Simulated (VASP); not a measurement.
Input of a VASP 6.6.1 run:

INCAR

```
PREC = Accurate ; ENCUT = 520
EDIFF = 1E-6 ; ISMEAR = 0
SIGMA = 0.15 ; LREAL = False
LASPH = True ; NELM = 100
ALGO = Normal ; ISIF = 2
LWAVE = False ; LCHARG = False
GGA = PS ; NBANDS = 38
```

File KPOINTS:

```
Automatic mesh
0
Gamma
  6 10 8
```

File POSCAR:

```
HfSi
1.0
    6.6171575704      0.0000000000      0.0000000000
    0.0000000000      3.8724290305      0.0000000000
    0.0000000000      0.0000000000      5.2017439112
Hf Si
4 4
Direct
    0.1755908222      0.2500000000      0.1264896848
    0.3244091778      0.7500000000      0.6264896848
    0.6755908222      0.2500000000      0.3735103152
    0.8244091778      0.7500000000      0.8735103152
    0.0430603597      0.2500000000      0.6402012503
    0.4569396403      0.7500000000      0.1402012503
    0.5430603597      0.2500000000      0.8597987497
    0.9569396403      0.7500000000      0.3597987497
```

Potentials or basis: VASP PAW PBE potentials, release 64 (Hf_pv, Si).

Run with:

```console
$ cat potpaw_PBE.64/Hf_pv/POTCAR potpaw_PBE.64/Si/POTCAR > POTCAR
$ mpirun -np 1 vasp_std > vasp.out
```

**Question.** What does it give for the largest force?

**Answer.** 0.274 eV/Å.

**Question.** Estimate the pressure.

**Answer.** 0.5 GPa.

**Question.** Predict the band gap on the k mesh.

**Answer.** Zero (bands 28 and 29 overlap by 0.55 eV).

Stress tensor (GPa, compression positive):
```
 4.93  0.00  0.00
 0.00 -4.02  0.00
 0.00  0.00  0.44
```

Caveat: the cell differs from its parent crystal (strain -0.0300 x Voigt [1, -1, 0, 0, 0, 0]); the PAW data sets were made with another functional, which shifts forces and pressure a little; spin-orbit coupling is left out, which moves the levels of the heavy elements.
